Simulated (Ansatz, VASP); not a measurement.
One calculation of KTaO3, two programs

```
CELL_PARAMETERS angstrom
3.84516 0.00000 0.00000
0.00000 3.84516 0.00000
0.00000 0.00000 4.16700
ATOMIC_POSITIONS crystal
K 0.50000 0.50000 0.50000
Ta 0.00000 0.00000 0.00000
O 0.50000 0.00000 0.00000
O 0.00000 0.50000 0.00000
O 0.00000 0.00000 0.50000
```

Alike in both runs: task single point; functional PBEsol; k mesh 8 × 8 × 8; occupations gaussian, width 0.05 eV; no spin polarisation.

|  | VASP | Ansatz |
| --- | --- | --- |
| version | VASP 6.6.1 | Ansatz 0.2.0 |
| potentials or method | VASP PAW PBE potentials, release 64 (K_sv, Ta_pv, O), cutoff 520 eV | scalar-relativistic, plane waves, PAW |
| valence electrons in the cell | 38 | 40 |

Ansatz gave:

| Property | Result |
| --- | --- |
| gap on the k mesh at the Fermi level (eV) | 2.09 |
| least direct gap on the mesh (eV) | 2.59 |
| pressure (GPa) | 8.4 |
| traceless stress, the component that is largest in VASP (GPa) | -20.50 |

Q: Which values does VASP return?

A: gap on the k mesh at the Fermi level (eV): 2.04; least direct gap on the mesh (eV): 2.55; pressure (GPa): 9.4; traceless stress, the component that is largest in VASP (GPa): -20.91.

VASP's potentials were made for PBE, not for PBEsol. VASP's potentials hold 38 valence electrons a cell and Ansatz's 40, so a difference there can come from the potentials and not from the codes.

Neither program's run includes spin-orbit coupling.
